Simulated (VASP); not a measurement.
Set up this calculation in VASP 6.6.1, as the native input.

```yaml
Task: single point
Functional: PBEsol
Dispersion: D3(BJ)
Potentials_or_basis: VASP PAW PBE potentials, release 64 (Pt, Se)
Cutoff: 520 eV
k_mesh: 12 × 12 × 10
Occupations: gaussian, width 0.15 eV
Spin: no spin polarisation
Dipole_correction: no
Further_INCAR_settings: ALGO = Normal; EDIFF = 1e-06; NBANDS = 18
```

The structure of PtSe2 lies in POSCAR:

```
PtSe2
1.0
    3.8357206227      0.0000000000      0.0000000000
   -1.9178603114      3.3218315011      0.0000000000
    0.0000000000      0.0000000000      5.0620000000
Pt Se
1 2
Direct
    0.0000000000      0.0000000000      0.0000000000
    0.3333333333      0.6666666667      0.2500000000
    0.6666666667      0.3333333333      0.7500000000
```

This cell differs from its parent crystal: strain +0.0300 x Voigt [1, 1, 0, 0, 0, 0].

One way to write it, as run:

INCAR

```
SYSTEM = PtSe2
PREC = Accurate ; ENCUT = 520
EDIFF = 1E-6 ; ISMEAR = 0
SIGMA = 0.15 ; LREAL = .False.
LASPH = .True. ; NELM = 60
ALGO = Normal ; ISIF = 2
LWAVE = .False. ; LCHARG = .False.
GGA = PS ; IVDW = 12
NBANDS = 18
```

KPOINTS

```
Automatic mesh
0
Gamma
  12 12 10
  0 0 0
```

Potentials or basis: VASP PAW PBE potentials, release 64 (Pt, Se).

Command:

```console
$ cat potpaw_PBE.64/Pt/POTCAR potpaw_PBE.64/Se/POTCAR > POTCAR
$ mpirun -np 1 vasp_std > vasp.out
```

Results of the run:

The pressure is -8.7 GPa. The largest force is 0.277 eV/Å. The band gap on the k mesh is zero (bands 11 and 12 overlap by 0.52 eV) and the dispersion energy per atom is -0.401 eV.

Caveat: the cell differs from its parent crystal (strain +0.0300 x Voigt [1, 1, 0, 0, 0, 0]); the cell stands under tension; the PAW data sets were made with another functional, which shifts forces and pressure a little; spin-orbit coupling is left out, which moves the levels of the heavy elements.

Run time: 3.5 min on 1 thread of Intel Xeon 8259CL, with other jobs on the host, peak memory 0.34 GiB.
